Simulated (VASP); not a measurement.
Wanted: the native input for a VASP 6.6.1 run.

```yaml
Task: single point
Functional: PBEsol
Potentials_or_basis: VASP PAW PBE potentials, release 64 (W_sv, S)
Cutoff: 520 eV
k_mesh: 12 × 12 × 2
Occupations: gaussian, width 0.05 eV
Spin: no spin polarisation
Dipole_correction: no
Further_INCAR_settings: ALGO = Normal; EDIFF = 1e-06; NBANDS = 20
```

The structure of WS2 lies in POSCAR:

```
WS2
1.0
    3.1457762098      0.0000000000      0.0000000000
   -1.5728881049      2.7243221123      0.0000000000
    0.0000000000      0.0000000000     16.9534209708
W S
1 2
Direct
    0.3333333333      0.6666666667      0.0000000000
    0.6666666667      0.3333333333      0.9090507766
    0.6666666667      0.3333333333      0.0938984806
```

This cell differs from its parent crystal: all S atoms moved +0.025 Å, as atom 2 towards its neighbour atom 3 (S) at 3.134 Å.

These files were run (other wordings do the same):

INCAR

```
PREC     = Accurate       # precision mode
ENCUT    = 520            # plane-wave cutoff, eV
EDIFF    = 1E-6           # SCF threshold, eV
ISMEAR   = 0              # smearing method
SIGMA    = 0.05           # smearing width, eV
LREAL    = F              # projectors in reciprocal space
LASPH    = T              # aspherical terms in the spheres
NELM     = 100            # most SCF steps
ALGO     = Normal         # electronic algorithm
ISIF     = 2              # what is computed and relaxed
LWAVE    = F              # write WAVECAR
LCHARG   = F              # write CHGCAR
GGA      = PS             # functional
NBANDS   = 20             # bands
```

KPOINTS

```
Automatic mesh
0
Gamma
  12 12 2
```

Potentials or basis: VASP PAW PBE potentials, release 64 (W_sv, S).

Command:

```bash
$ cat potpaw_PBE.64/W_sv/POTCAR potpaw_PBE.64/S/POTCAR > POTCAR
$ mpirun -np 1 vasp_std > vasp.out
```

It gave:

```
Largest force          : 0.839 eV/Å
Band gap on the k mesh : 1.94 eV
```

Caveat: the cell differs from its parent crystal (all S atoms moved +0.025 Å, as atom 2 towards its neighbour atom 3 (S) at 3.134 Å); there is no dipole correction, which matters where the two faces differ; the PAW data sets were made with another functional, which shifts forces and pressure a little; spin-orbit coupling is left out, which moves the levels of the heavy elements.

Run time: 2.5 min on 1 thread of AMD EPYC 7R13 Processor (Zen 3), on a shared host, peak memory 0.27 GiB.
